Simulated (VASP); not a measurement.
Input of a VASP 6.6.1 run:

The input INCAR:

```
PREC = Accurate
ENCUT = 520
EDIFF = 1E-7
ISMEAR = -1
SIGMA = 0.05
LREAL = False
LASPH = True
NELM = 100
ALGO = Normal
ISIF = 2
LWAVE = False
LCHARG = False
NBANDS = 28
```

Contents of KPOINTS:

```
Automatic mesh
0
Gamma
  8 5 6
```

POSCAR

```
SnO
1.0
    3.3550050000      0.0000000000      0.0000000000
    0.0000000000      5.6741040000      0.0000000000
    0.0000000000      0.0000000000      4.2219700000
Sn O
2 2
Direct
    0.5000000000      0.7680910000      0.0131440000
    0.0000000000      0.2319090000      0.5131440000
    0.5000000000      0.1087500000      0.2368570000
    0.0000000000      0.8912500000      0.7368570000
```

Potentials or basis: VASP PAW LDA potentials, release 64 (Sn_d, O).

Command:

```console
$ cat potpaw_LDA.64/Sn_d/POTCAR potpaw_LDA.64/O/POTCAR > POTCAR
$ mpirun -np 1 vasp_std > vasp.out
```

(1) Predict the band gap on the k mesh.

(2) Predict the pressure.

Results:

(1) 1.45 eV, indirect (least direct gap 2.04 eV).

(2) -5.2 GPa.

Caveat: spin-orbit coupling is left out, which moves the levels of the heavy elements.
